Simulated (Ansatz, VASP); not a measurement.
## Two plane-wave programs on BaTiO3

```xyz
5
Lattice="3.9634 0.0000 0.0000 0.0000 2.8581 2.8742 0.0000 -2.8581 2.8742" Properties=species:S:1:pos:R:3 pbc="T T T"
Ba    0.0000    0.0000    0.0288
Ti    1.9817    0.0000    2.9925
O     1.9817    1.3893    4.2175
O     1.9817   -1.3893    4.2175
O     0.0000    0.0000    2.7992
```

Alike in both runs: functional r2SCAN; k mesh 6 × 6 × 6; occupations gaussian, width 0.02 eV; no spin polarisation.

Ansatz relaxed the structure, and its values are those at the end. VASP's run is a single point on that final structure, the one shown.

```csv
,VASP,Ansatz
version,VASP 6.6.1,Ansatz 0.2.0
potentials or method,"VASP PAW PBE potentials, release 64 (Ba_sv, Ti_sv, O), cutoff 520 eV","scalar-relativistic, plane waves, PAW"
valence electrons in the cell,40,40
```

|  | VASP | Ansatz | Ansatz less VASP |
| --- | --- | --- | --- |
| gap on the k mesh at the Fermi level (eV) | 2.64 | 2.66 | +0.016 |
| least direct gap on the mesh (eV) | 3.12 | 3.10 | -0.020 |
| pressure (GPa) | 1.9 | 0.0 | -1.91 |
| rms of the force components (eV/Å) | 0.064 | 0.000 | -0.0637 |

VASP's potentials were made for PBE, not for r2SCAN.

Spin-orbit coupling is off throughout.
